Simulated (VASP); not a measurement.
YSbI6:

```xyz
8
Lattice="3.3657 -3.9921 0.0000 3.3657 3.9921 0.0000 0.0000 0.0000 12.5884" Properties=species:S:1:pos:R:3 pbc="T T T"
Y     3.3657    0.0000    0.0000
Sb    0.0000    0.0000    0.0000
I     3.3657    0.0000    6.2942
I     0.0000    0.0000    6.2942
I     1.6828    1.9961    2.1220
I     1.6828   -1.9961   10.4664
I     1.6828    1.9961   10.4664
I     1.6828   -1.9961    2.1220
```

The cell was generated, and may not be a known phase.

```yaml
Program: VASP 6.6.1
Task: relaxation of cell and atoms
Functional: PBE
Potentials_or_basis: VASP PAW PBE potentials, release 64 (Y_sv, Sb, I)
Cutoff: 600 eV
k_mesh: 4 × 4 × 2
Occupations: gaussian, width 0.1 eV
Spin: no spin polarisation
```

At the start: pressure -0.0 GPa; volume 42.29 Å³/atom.

Question: How do energy, volume and symmetry change on relaxing?

Answer: Over 21 steps the energy falls by 58.7 meV/atom and the volume is 36.87 Å³/atom (-12.8 %); space group Cmmm (No. 65, to 0.1 Å) before and after.

Step by step:
```
step  energy change (eV)  largest force (eV/Å)  pressure (GPa)  volume (Å³)
   1              0.0000                0.3744           -0.02       338.28
   2             -0.1947                0.3081           -0.15       337.85
   3             -0.2738                0.4033           -0.26       334.32
   4             -0.3454                0.0884           -0.36       336.10
   5             -0.3455                0.0690           -0.36       336.20
   6             -0.3572                0.1622            0.03       330.10
   7             -0.3582                0.1956            0.16       328.03
   8             -0.3683                0.1846            0.15       326.40
   9             -0.3881                0.1555            0.14       321.43
  10             -0.4061                0.0810            0.33       311.20
  11             -0.4180                0.0510           -0.39       315.67
  12             -0.4186                0.0272           -0.26       314.84
  13             -0.4328                0.0258           -0.24       311.96
  14             -0.4453                0.1143           -0.15       307.13
  15             -0.4464                0.1475           -0.10       305.32
  16             -0.4580                0.1355            0.07       300.19
  17             -0.4610                0.1147            0.36       293.13
  18             -0.4620                0.1251            0.25       295.53
  19             -0.4634                0.0762           -0.34       296.94
  20             -0.4673                0.0164           -0.07       296.28
  21             -0.4700                0.0084           -0.04       294.97
```

Final structure:
```
Y Sb I
1.0
     3.89676   -3.64752    0.00000
     3.89676    3.64752    0.00000
     0.00000    0.00000   10.37642
Y Sb I
1 1 6
Direct
  0.50000 0.50000 0.00000
  0.00000 0.00000 0.00000
  0.50000 0.50000 0.50000
  0.00000 0.00000 0.50000
  0.00000 0.50000 0.18677
  0.50000 0.00000 0.81323
  0.00000 0.50000 0.81323
  0.50000 0.00000 0.18677
```

Caveat: a cell axis changed by over 15 % at a fixed basis, so the end point is rough; this functional lacks dispersion, which binds layers or chains, so the pressure and a relaxed spacing across them are unreliable.
